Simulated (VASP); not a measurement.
A run of VASP 6.6.1:

Contents of INCAR:

```
ALGO = Normal ; DIPOL = 0.5 0.5 0.322
EDIFF = 1E-7 ; ENCUT = 520
GGA = PE ; IDIPOL = 3
ISIF = 2 ; ISMEAR = 0
IVDW = 12 ; LASPH = True
LCHARG = False ; LDIPOL = True
LREAL = False ; LWAVE = False
NBANDS = 37 ; NELM = 80
PREC = Accurate ; SIGMA = 0.05
```

File KPOINTS:

```
k-points
0
Gamma
  8 7 1
```

POSCAR

```
C11O
1.0
    3.6473242347      0.0000000000      0.0000000000
   -1.6658829406      3.9310150970      0.0000000000
    0.0000000000      0.0000000000     23.1809581692
C O
11 1
Direct
    0.5001799340      0.3333933113      0.1725554212
    0.4998200660      0.6666066887      0.1725554212
    0.5001799340      0.8333933113      0.2257231425
    0.4998200660      0.1666066887      0.2257231425
    0.5000212331      0.3353169669      0.2788716798
    0.4999787669      0.6646830331      0.2788716798
    0.5001286273      0.8366480408      0.3322552327
    0.4998713727      0.1633519592      0.3322552327
    0.4997623703      0.3544335274      0.3809574266
    0.5002376297      0.6455664726      0.3809574266
    0.7497623703      0.8544335274      0.5686114471
    0.7497623703      0.8544335274      0.5190017635
```

Potentials or basis: VASP PAW PBE potentials, release 64 (C, O).

Command:

```bash
$ cat potpaw_PBE.64/C/POTCAR potpaw_PBE.64/O/POTCAR > POTCAR
$ mpirun -np 1 vasp_std > vasp.out
```

Hardware: 1 thread of Intel(R) Xeon(R) Platinum 8488C (Sapphire Rapids) (shared host).

Task: How long does it take, and how much memory?

Result: It took 7.3 min on 1 thread of Intel(R) Xeon(R) Platinum 8488C (Sapphire Rapids), with other jobs on the host, peak memory 0.54 GiB. Counts: scf iterations 24, k points 29.
